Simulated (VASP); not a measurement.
Crystal: ScGaN.

```
Sc Ga N
1.0
     3.51142    0.00000    0.00000
     0.00000    3.51142    0.00000
     0.00000    0.00000    3.58362
Sc Ga N
1 1 1
Direct
  0.00000 0.00000 0.00000
  0.50000 0.50000 0.50000
  0.50000 0.50000 0.00000
```

The cell was generated, and may not be a known phase.

* Program: VASP 6.6.1
* Task: relaxation of cell and atoms
* Functional: PBE
* Potentials or basis: VASP PAW PBE potentials, release 64 (Sc_sv, Ga_d, N)
* Cutoff: 600 eV
* k mesh: 14 × 14 × 14
* Occupations: gaussian, width 0.1 eV
* Spin: no spin polarisation

At the start: pressure 2.8 GPa; volume 14.73 Å³/atom.

Q: How do energy, volume and symmetry change on relaxing?

A: Over 11 steps the energy falls by 504.2 meV/atom and the volume is 14.34 Å³/atom (-2.6 %); space group P4/mmm (No. 123, to 0.1 Å) before and after.

The path:
```
step  energy change (eV)  largest force (eV/Å)  pressure (GPa)  volume (Å³)
   1              0.0000                0.0000            2.79        44.19
   2             -1.3042                0.0000           -7.10        45.05
   3             -1.4539                0.0000           -6.02        45.01
   4             -1.4245                0.0000            2.19        44.47
   5             -1.4906                0.0000           -3.96        44.89
   6             -1.4926                0.0000           -3.67        44.87
   7             -1.4938                0.0000            3.44        42.46
   8             -1.5079                0.0000           -0.21        43.62
   9             -1.5100                0.0000           -0.20        43.46
  10             -1.5122                0.0000           -0.10        43.16
  11             -1.5125                0.0000            0.00        43.02
```

Final structure:
```cif
data_structure
_symmetry_space_group_name_H-M 'P 1'
_symmetry_Int_Tables_number 1
_cell_length_a 3.1155
_cell_length_b 3.1155
_cell_length_c 4.4328
_cell_angle_alpha 90.000
_cell_angle_beta 90.000
_cell_angle_gamma 90.000
_cell_volume 43.02
loop_
_atom_site_label
_atom_site_type_symbol
_atom_site_fract_x
_atom_site_fract_y
_atom_site_fract_z
_atom_site_occupancy
Sc1 Sc 0.00000 0.00000 0.00000 1
Ga1 Ga 0.50000 0.50000 0.50000 1
N1 N 0.50000 0.50000 0.00000 1
```

Caveat: a cell axis changed by over 15 % at a fixed basis, so the end point is rough.
